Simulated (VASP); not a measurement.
Input of a VASP 6.6.1 run:

Contents of INCAR:

```
SYSTEM = V
ALGO     = Fast           ! electronic algorithm
EDIFF    = 1E-6           ! SCF threshold, eV
ENCUT    = 520            ! plane-wave cutoff, eV
GGA      = PE             ! functional
ISIF     = 2              ! what is computed and relaxed
ISMEAR   = 0              ! smearing method
LASPH    = .True.         ! aspherical terms in the spheres
LCHARG   = .False.        ! write CHGCAR
LREAL    = .False.        ! projectors in reciprocal space
LWAVE    = .False.        ! write WAVECAR
NBANDS   = 26             ! bands
NELM     = 80             ! most SCF steps
PREC     = Accurate       ! precision mode
SIGMA    = 0.1            ! smearing width, eV
```

KPOINTS

```
k-points
0
Gamma
  14 14 14
  0 0 0
```

The input POSCAR:

```
V
1.0
    3.6063114322      0.0000000000      0.0000000000
    0.0000000000      3.6063114322      0.0000000000
    0.0000000000      0.0000000000      3.6063114322
V
3
Direct
    0.5000000000      0.0000000000      0.0000000000
    0.0000000000      0.5000000000      0.0000000000
    0.0000000000      0.0000000000      0.5000000000
```

Potentials or basis: VASP PAW PBE potentials, release 64 (V_sv).

Run with:

```console
$ cat potpaw_PBE.64/V_sv/POTCAR > POTCAR
$ mpirun -np 1 vasp_std > vasp.out
```

**Question.** Estimate the pressure.

**Answer.** 0.2 GPa.

**Question.** Predict the band gap on the k mesh.

**Answer.** Zero (an odd number of electrons rules out a gap without spin polarisation).
